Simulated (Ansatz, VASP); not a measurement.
**Cu3Pd in VASP and in Ansatz**

```
Cu Pd
1.0
     3.68464    0.00000    0.00000
     0.00000    3.68464    0.00000
     0.00000    0.00000    3.64676
Cu Pd
3 1
Cartesian
  0.0000 1.8423 1.8234
  1.8423 0.0000 1.8234
  1.8423 1.8423 0.0000
  0.0000 0.0000 0.0000
```

Change from the starting cell: volume scaled by 0.99.

Alike in both runs: task single point; functional PBEsol; k mesh 11 × 11 × 11; occupations fermi-dirac, width 0.05 eV; no spin polarisation.

```csv
,VASP,Ansatz
version,VASP 6.6.1,Ansatz 0.2.0
potentials or method,"VASP PAW PBE potentials, release 64 (Cu, Pd), cutoff 520 eV","all-electron LAPW, scalar-relativistic"
```

```csv
,VASP,Ansatz,Ansatz less VASP
pressure (GPa),-2.0,-2.4,-0.43
"traceless stress, the component that is largest in VASP (GPa)",0.41,0.41,+0.003
```

VASP's potentials were made for PBE, not for PBEsol. Ansatz ran all-electron here, and VASP with PAW potentials.
